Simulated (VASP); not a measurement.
Write the native input for VASP 6.6.1 that does the following.

```yaml
Task: relaxation of cell and atoms
Functional: PBE
Potentials_or_basis: VASP PAW PBE potentials, release 64 (Al, Ga_d, P)
Cutoff: 600 eV
k_mesh: 6 × 6 × 6
Occupations: gaussian, width 0.1 eV
Spin: no spin polarisation
Dipole_correction: no
Further_INCAR_settings: ALGO = Normal; EDIFF = 1e-06; IBRION = 2; EDIFFG = -0.04; NSW = 90; ISIF = 3
```

The structure of AlGa2P3 lies in POSCAR:

```
AlGa2P3
1.0
   -1.8803009400      1.8803009400      7.9774412900
    1.8803009400     -1.8803009400      7.9774412900
    1.8803009400      1.8803009400     -7.9774412900
Al Ga P
1 2 3
Direct
    0.0000000000      0.0000000000      0.0000000000
    0.6666666700      0.6666666700      0.0000000000
    0.3333333300      0.3333333300      0.0000000000
    0.2500000000      0.7500000000      0.5000000000
    0.9166666700      0.4166666700      0.5000000000
    0.5833333300      0.0833333300      0.5000000000
```

The input as run:

INCAR

```
SYSTEM = AlGa2P3
ALGO = Normal
EDIFF = 1E-6
EDIFFG = -0.04
ENCUT = 600
GGA = PE
IBRION = 2
ISIF = 3
ISMEAR = 0
LASPH = .True.
LCHARG = .False.
LREAL = .False.
LWAVE = .False.
NELM = 60
NSW = 90
PREC = Accurate
SIGMA = 0.1
```

KPOINTS

```
k-points
0
Gamma
  6 6 6
  0 0 0
```

Potentials or basis: VASP PAW PBE potentials, release 64 (Al, Ga_d, P).

Run with:

```sh
$ cat potpaw_PBE.64/Al/POTCAR potpaw_PBE.64/Ga_d/POTCAR potpaw_PBE.64/P/POTCAR > POTCAR
$ mpirun -np 1 vasp_std > vasp.out
```

Results of the run:

```json
{
  "Relaxed volume": "20.83 Å³/atom",
  "Relaxed cell": "a = 8.694 Å, b = 8.694 Å, c = 8.694 Å, α = 154.13°, β = 154.13°, γ = 36.92°",
  "Space group after relaxing (to 0.1 Å)": "I-4m2 (No. 119)",
  "Energy gained by relaxing": "60.5 meV/atom",
  "Ionic steps": "5",
  "Pressure after relaxing": "0.1 GPa",
  "Largest force after relaxing": "0.022 eV/Å",
  "Band gap on the k mesh": "1.67 eV (least direct gap 1.79 eV)"
}
```

It took 12 min on 1 thread of Intel(R) Xeon(R) 6975P-C (Granite Rapids), on a shared host, peak memory 0.84 GiB.
